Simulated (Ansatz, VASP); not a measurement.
# NbP: VASP beside Ansatz

Contents of INCAR:

```
SYSTEM = NbP
ALGO     = Normal         ! electronic algorithm
EDIFF    = 1E-7           ! SCF threshold, eV
ENCUT    = 520            ! plane-wave cutoff, eV
ISIF     = 2              ! what is computed and relaxed
ISMEAR   = -1             ! smearing method
LASPH    = .TRUE.         ! aspherical terms in the spheres
LCHARG   = .FALSE.        ! write CHGCAR
LREAL    = .FALSE.        ! projectors in reciprocal space
LWAVE    = .FALSE.        ! write WAVECAR
NBANDS   = 26             ! bands
NELM     = 80             ! most SCF steps
PREC     = Accurate       ! precision mode
SIGMA    = 0.03           ! smearing width, eV
```

Contents of KPOINTS:

```
k-points
0
G
  14 14 14
  0 0 0
```

The input POSCAR:

```
NbP
1.0
   -1.6749232544      1.6749232544      5.7401081759
    1.6749232544     -1.6749232544      5.7401081759
    1.6749232544      1.6749232544     -5.7401081759
Nb P
2 2
Direct
    0.4998808000      0.4998808000      0.0000000000
    0.2498808000      0.7498808000      0.5000000000
    0.0827477700      0.0827477700      0.0000000000
    0.8327477700      0.3327477700      0.5000000000
```

Input for Ansatz:

```yaml
crystal:
  lattice:
    - [-1.6749232544, 1.6749232544, 5.7401081759]
    - [1.6749232544, -1.6749232544, 5.7401081759]
    - [1.6749232544, 1.6749232544, -5.7401081759]
  atoms:
    - { symbol: Nb, position: [0.4998808, 0.4998808, 0.0] }
    - { symbol: Nb, position: [0.2498808, 0.7498808, 0.5] }
    - { symbol: P, position: [0.08274777, 0.08274777, 0.0] }
    - { symbol: P, position: [0.83274777, 0.33274777, 0.5] }
kpoints:
  mp_grid: { grid: [14, 14, 14] }
  band_path:
    path:
      - [0.0, 0.0, 0.0]
      - [0.0, 0.0, 0.5]
      - [0.25, 0.25, 0.25]
      - [0.0, 0.5, 0.0]
      - [0.0, 0.0, 0.0]
      - [0.5, 0.5, -0.5]
      - [0.2712857854, 0.7287142146, -0.2712857854]
      - [-0.2712857854, 0.2712857854, 0.2712857854]
      - [0.0, 0.0, 0.0]
    npoints: 8
scf:
  occupations: { method: fermi_dirac, width: 0.03 }
hamiltonian:
  xc: lda
  pseudopotentials: { kind: all_electron, lapw: { basis_error: 0.001 } }
output:
  forces: true
  stress: true
  eigenvalues: true
  fatbands: true
  populations: true
  dos: { projected: true, de: 0.2, e_range: [-14, 8] }
```

Alike in both runs: task single point; functional LDA; k mesh 14 × 14 × 14; occupations fermi-dirac, width 0.03 eV; no spin polarisation.

|  | VASP | Ansatz |
| --- | --- | --- |
| version | VASP 6.6.1 | Ansatz 0.2.0 |
| potentials or method | VASP PAW LDA potentials, release 64 (Nb_sv, P), cutoff 520 eV | all-electron LAPW, scalar-relativistic |

```csv
,VASP,Ansatz,Ansatz less VASP
pressure (GPa),-9.5,-9.3,+0.14
"traceless stress, the component that is largest in VASP (GPa)",0.18,0.18,+0.003
rms of the force components (eV/Å),0.008,0.007,-0.0001
```

LDA's correlation is that of Perdew and Zunger in VASP and of Perdew and Wang (1992) in Ansatz. Atom by atom the forces differ by 0.000 eV/Å (rms over components). Ansatz ran all-electron here, and VASP with PAW potentials.
